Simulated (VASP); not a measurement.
# BN (F-43m) in VASP: notebook, part 2 of 2

VASP 6.6.1. The steps go on from the part before.

### 3 Electric field gradients, LDA (volume scaled by 0.96)

File INCAR:

```
  PREC = Accurate
  ENCUT = 520
  EDIFF = 1E-8
  ISMEAR = -1
  SIGMA = 0.02
  LREAL = False
  LASPH = True
  NELM = 60
  ALGO = Normal
  ISIF = 2
  LWAVE = False
  LCHARG = False
  LEFG = True
  NBANDS = 11
```

File KPOINTS:

```
regular mesh
0
Gamma
  11 11 11
```

File POSCAR:

```
BN
1.0
    0.0000000000      1.7830713297      1.7830713297
    1.7830713297      0.0000000000      1.7830713297
    1.7830713297      1.7830713297      0.0000000000
B N
1 1
Direct
    0.0000000000      0.0000000000      0.0000000000
    0.7500000000      0.7500000000      0.7500000000
```

Potentials or basis: VASP PAW LDA potentials, release 64 (B, N).

Started as:

```
> cat potpaw_LDA.64/B/POTCAR potpaw_LDA.64/N/POTCAR > POTCAR
> mpirun -np 1 vasp_std > vasp.out
```

OUTCAR:

```text
PREC = Accurate
   ENCUT = 520
   EDIFF = 1E-8
   ISMEAR = -1
   LREAL = False
   LASPH = True
   NELM = 60
   ISIF = 2

 ion  position               nearest neighbor table
   1  0.000  0.000  0.000-   2 1.54   2 1.54   2 1.54   2 1.54
   2  0.750  0.750  0.750-   1 1.54   1 1.54   1 1.54   1 1.54

  LATTYP: Found a face centered cubic cell.
 ALAT       =     3.5661426594

  Lattice vectors:

 A1 = (   0.0000000000,   1.7830713297,   1.7830713297)
 A2 = (   1.7830713297,   0.0000000000,   1.7830713297)
 A3 = (   1.7830713297,   1.7830713297,   0.0000000000)

Analysis of symmetry for initial positions (statically):
=====================================================================
 Subroutine PRICEL returns:
 Original cell was already a primitive cell.

 Routine SETGRP: Setting up the symmetry group for a
 face centered cubic supercell.

 Subroutine GETGRP returns: Found 24 space group operations
 (whereof 24 operations were pure point group operations)
[... 522 lines left out ...]
      direct lattice vectors                 reciprocal lattice vectors
     0.000000000  1.783071330  1.783071330    -0.280415030  0.280415030  0.280415030
     1.783071330  0.000000000  1.783071330     0.280415030 -0.280415030  0.280415030
     1.783071330  1.783071330  0.000000000     0.280415030  0.280415030 -0.280415030

 POSITION                                       TOTAL-FORCE (eV/Angst)
 -----------------------------------------------------------------------------------
      0.00000      0.00000      0.00000         0.000000      0.000000      0.000000
      2.67461      2.67461      2.67461        -0.000000     -0.000000     -0.000000
 -----------------------------------------------------------------------------------
    total drift:                                0.000000      0.000000      0.000000

  FREE ENERGIE OF THE ION-ELECTRON SYSTEM (eV)
  ---------------------------------------------------
  free  energy   TOTEN  =       -19.4105830595 eV

  energy  without entropy=      -19.4105830595  energy(sigma->0) =      -19.41058306

 Electric field gradients (V/A^2)
---------------------------------------------------------------------
 ion       V_xx      V_yy      V_zz      V_xy      V_xz      V_yz
---------------------------------------------------------------------
   1      -0.000    -0.000    -0.000     0.000     0.000     0.000
   2      -0.000    -0.000    -0.000    -0.000    -0.000    -0.000
---------------------------------------------------------------------

 Electric field gradients after diagonalization (V/A^2)
 (convention: |V_zz| > |V_xx| > |V_yy|)
----------------------------------------------------------------------
 ion       V_xx      V_yy      V_zz     asymmetry (V_yy - V_xx)/ V_zz
----------------------------------------------------------------------
   1      -0.000    -0.000     0.000       0.000
   2       0.000     0.000    -0.000       0.000
----------------------------------------------------------------------

           NMR quadrupolar parameters

 Cq : quadrupolar parameter    Cq=e*Q*V_zz/h
 eta: asymmetry parameters     (V_yy - V_xx)/ V_zz
 Q  : nuclear electric quadrupole moment in mb (millibarn)
----------------------------------------------------------------------
 ion       Cq(MHz)       eta       Q (mb)
----------------------------------------------------------------------
   1       0.000       0.000       1.000
   2      -0.000       0.000       1.000
----------------------------------------------------------------------
```

OSZICAR:

```text
N       E                     dE             d eps       ncg     rms          rms(c)
DAV:   1     0.704810541477E+01    0.70481E+01   -0.51187E+03  1320   0.732E+02
DAV:   2    -0.201878489898E+02   -0.27236E+02   -0.26459E+02  1482   0.150E+02
DAV:   3    -0.206181929435E+02   -0.43034E+00   -0.42942E+00  1460   0.153E+01
DAV:   4    -0.206186161364E+02   -0.42319E-03   -0.42319E-03  1310   0.602E-01
DAV:   5    -0.206186164791E+02   -0.34269E-06   -0.34268E-06  1421   0.167E-02    0.673E+00
DAV:   6    -0.195673172602E+02    0.10513E+01   -0.32112E+00  1235   0.103E+01    0.321E+00
DAV:   7    -0.194435268912E+02    0.12379E+00   -0.99033E-02  1415   0.253E+00    0.182E+00
DAV:   8    -0.194107503642E+02    0.32777E-01   -0.46742E-02  1376   0.148E+00    0.194E-01
DAV:   9    -0.194105984482E+02    0.15192E-03   -0.88700E-04  1337   0.264E-01    0.851E-02
DAV:  10    -0.194105826350E+02    0.15813E-04   -0.42593E-05  1409   0.609E-02    0.148E-02
DAV:  11    -0.194105830932E+02   -0.45824E-06   -0.10692E-06  1352   0.742E-03    0.626E-03
DAV:  12    -0.194105830586E+02    0.34603E-07   -0.32634E-07  1358   0.334E-03    0.163E-04
DAV:  13    -0.194105830595E+02   -0.86266E-09   -0.47691E-09   691   0.643E-04
   1 F= -.19410583E+02 E0= -.19410583E+02  d E =-.112809E-13
```

stdout:

```text
POSCAR found type information on POSCAR B N
 POSCAR found :  2 types and       2 ions
 scaLAPACK will be used
 LDA part: xc-table for (Slater(with rela. corr.)+CA(PZ))
 , standard interpolation
 POSCAR, INCAR and KPOINTS ok, starting setup
 FFT: planning ... GRIDC
 FFT: planning ... GRID_SOFT
 FFT: planning ... GRID
 WAVECAR not read
 entering main loop
ion   1

ion   2
```

Run time: 3.6 s. Hardware: 1 thread of Intel Xeon 6975P-C (Granite Rapids), shared host; peak memory 0.11 GiB.

Results:

```
Free energy            : -19.4106 eV
Pressure               : 6.0 GPa
Band gap on the k mesh : 4.50 eV, indirect (least direct gap 8.88 eV)
```

Caveat: without QUAD_EFG the Cq values of the log hold for a quadrupole moment of 1 mb, not for the nuclei.

### 4 Electric field gradients, LDA (volume scaled by 0.99)

File INCAR:

```
PREC = Accurate ; ENCUT = 520
EDIFF = 1E-8 ; ISMEAR = -1
SIGMA = 0.02 ; LREAL = False
LASPH = True ; NELM = 60
ALGO = Normal ; ISIF = 2
LWAVE = False ; LCHARG = False
LEFG = True ; NBANDS = 11
```

File KPOINTS:

```
Automatic mesh
0
Gamma
  11 11 11
```

File POSCAR:

```
BN
1.0
    0.0000000000      1.8014548043      1.8014548043
    1.8014548043      0.0000000000      1.8014548043
    1.8014548043      1.8014548043      0.0000000000
B N
1 1
Direct
    0.0000000000      0.0000000000      0.0000000000
    0.7500000000      0.7500000000      0.7500000000
```

Potentials or basis: VASP PAW LDA potentials, release 64 (B, N).

Started as:

```
> cat potpaw_LDA.64/B/POTCAR potpaw_LDA.64/N/POTCAR > POTCAR
> mpirun -np 1 vasp_std > vasp.out
```

OUTCAR:

```text
PREC = Accurate
   ENCUT = 520
   EDIFF = 1E-8
   ISMEAR = -1
   LREAL = False
   LASPH = True
   NELM = 60
   ISIF = 2

 ion  position               nearest neighbor table
   1  0.000  0.000  0.000-   2 1.56   2 1.56   2 1.56   2 1.56
   2  0.750  0.750  0.750-   1 1.56   1 1.56   1 1.56   1 1.56

  LATTYP: Found a face centered cubic cell.
 ALAT       =     3.6029096086

  Lattice vectors:

 A1 = (   0.0000000000,   1.8014548043,   1.8014548043)
 A2 = (   1.8014548043,   0.0000000000,   1.8014548043)
 A3 = (   1.8014548043,   1.8014548043,   0.0000000000)

Analysis of symmetry for initial positions (statically):
[... 548 lines left out ...]

 Electric field gradients (V/A^2)
---------------------------------------------------------------------
 ion       V_xx      V_yy      V_zz      V_xy      V_xz      V_yz
---------------------------------------------------------------------
   1      -0.000    -0.000     0.000     0.000     0.000     0.000
   2       0.000     0.000    -0.000    -0.000    -0.000    -0.000
---------------------------------------------------------------------

 Electric field gradients after diagonalization (V/A^2)
 (convention: |V_zz| > |V_xx| > |V_yy|)
----------------------------------------------------------------------
 ion       V_xx      V_yy      V_zz     asymmetry (V_yy - V_xx)/ V_zz
----------------------------------------------------------------------
   1      -0.000    -0.000     0.000       0.000
   2       0.000     0.000    -0.001       0.000
----------------------------------------------------------------------

           NMR quadrupolar parameters

 Cq : quadrupolar parameter    Cq=e*Q*V_zz/h
 eta: asymmetry parameters     (V_yy - V_xx)/ V_zz
 Q  : nuclear electric quadrupole moment in mb (millibarn)
----------------------------------------------------------------------
 ion       Cq(MHz)       eta       Q (mb)
----------------------------------------------------------------------
   1       0.000       0.000       1.000
   2      -0.000       0.000       1.000
----------------------------------------------------------------------
```

It took 3.2 s on 1 thread of Intel Xeon 6975P-C (Granite Rapids), shared host; peak memory 0.11 GiB.

What came out:

```yaml
Free_energy: -19.4104 eV
Pressure: -6.3 GPa
Band_gap_on_the_k_mesh: 4.46 eV, indirect (least direct gap 8.73 eV)
```

Caveat: without QUAD_EFG the Cq values of the log hold for a quadrupole moment of 1 mb, not for the nuclei.

### 5 The runs side by side

```csv
cell,gap on the mesh (eV),pressure (GPa)
"a = 2.539 Å, angles 60.0°, 2 atoms",4.47,-2.4
"a = 2.522 Å, angles 60.0°, 2 atoms",4.50,6.0
"a = 2.548 Å, angles 60.0°, 2 atoms",4.46,-6.3
```

Alike in all rows: task electric field gradients; level LDA; potentials or basis VASP PAW LDA potentials, release 64 (B, N); no spin polarisation; k mesh 11 × 11 × 11; cutoff (eV) 520; smearing fermi-dirac 0.02 eV.

Total energies depend on the potentials used, so only differences within one code and one set of settings carry meaning.
